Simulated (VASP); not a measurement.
Si (a cell with a defect): single point with PBE

The system is Si (a cell with a defect).

```xyz
17
Lattice="0.0000 5.4300 5.4300 5.4300 0.0000 5.4300 5.4300 5.4300 0.0000" Properties=species:S:1:pos:R:3 pbc="T T T"
Si    0.2792    0.2760   -0.2821
Si    1.4119    1.4101    1.4248
Si    2.8326    2.8190    0.1949
Si    4.3227    4.3219    1.1053
Si    2.6739   -0.0321    2.7547
Si    4.0046    1.4130    4.0139
Si    5.2405    2.8157    2.5910
Si    6.7436    4.0791    4.1154
Si   -0.0308    2.6734    2.7537
Si    1.4180    4.0041    4.0107
Si    2.8235    5.2488    2.5967
Si    4.0871    6.7405    4.1191
Si    2.6754    2.6738    5.4601
Si    3.9865    3.9866    6.8734
Si    5.3349    5.3284    5.5198
Si    6.7373    6.7380    6.7672
Si    7.2125    7.2142    9.0793
```

- Program: VASP 6.6.1
- Task: single point
- Functional: PBE
- Potentials or basis: VASP PAW PBE potentials, release 64 (Si)
- Cutoff: 400 eV
- k mesh: 2 × 2 × 2
- Occupations: fermi-dirac, width 0.02 eV
- Spin: no spin polarisation
- Dipole correction: no
- Further INCAR settings: ALGO = Normal; EDIFF = 1e-06; NBANDS = 48

```json
{
 "Pressure": "4.4 GPa",
 "Largest force": "0.104 eV/Å",
 "Band gap on the k mesh": "zero (bands 34 and 35 overlap by 0.07 eV)"
}
```

Forces in eV/Å, atoms in the order of the input:
```
Si  -0.049 -0.053  0.045
Si   0.022  0.019  0.062
Si   0.024  0.042  0.028
Si  -0.016  0.000  0.029
Si   0.021  0.022 -0.017
Si  -0.061  0.014 -0.019
Si  -0.043  0.059 -0.029
Si   0.002  0.014 -0.007
Si   0.028  0.024 -0.014
Si   0.011 -0.058 -0.013
Si   0.065 -0.060 -0.054
Si   0.008  0.002 -0.022
Si   0.016  0.022 -0.032
Si  -0.035 -0.041  0.028
Si  -0.012 -0.013  0.010
Si   0.028  0.013 -0.002
Si  -0.010 -0.006  0.006
```

Stress tensor (GPa, compression positive):
```
 4.40 -0.49  0.47
-0.49  4.43  0.48
 0.47  0.48  4.38
```

Levels at points of the mesh, in eV from the Fermi level:
```tsv
k point	band 32	band 33	band 34	band 35	band 36	band 37
(0.00, 0.00, 0.00)	-0.71	-0.70	-0.48	-0.06	-0.02	0.27
(0.50, 0.00, 0.00)	-1.36	-0.86	-0.17	0.20	0.71	0.95
(0.00, 0.50, 0.00)	-1.36	-0.87	-0.16	0.19	0.71	0.94
(0.00, 0.00, 0.50)	-1.29	-1.29	-0.25	0.37	0.42	1.20
(0.50, 0.50, 0.50)	-1.36	-0.87	-0.14	0.19	0.71	0.93
(0.50, 0.50, 0.00)	-1.70	-0.75	0.01	0.40	1.31	1.47
(0.00, 0.50, 0.50)	-1.71	-0.76	0.01	0.40	1.31	1.47
(0.50, 0.00, 0.50)	-1.71	-0.77	0.01	0.40	1.31	1.46
```

It took 68 s on 1 thread of AMD EPYC 9R45 96-Core Processor (Zen 5) (shared host), peak memory 0.31 GiB.

Caveat: the k points lie up to 0.50 Å⁻¹ apart.
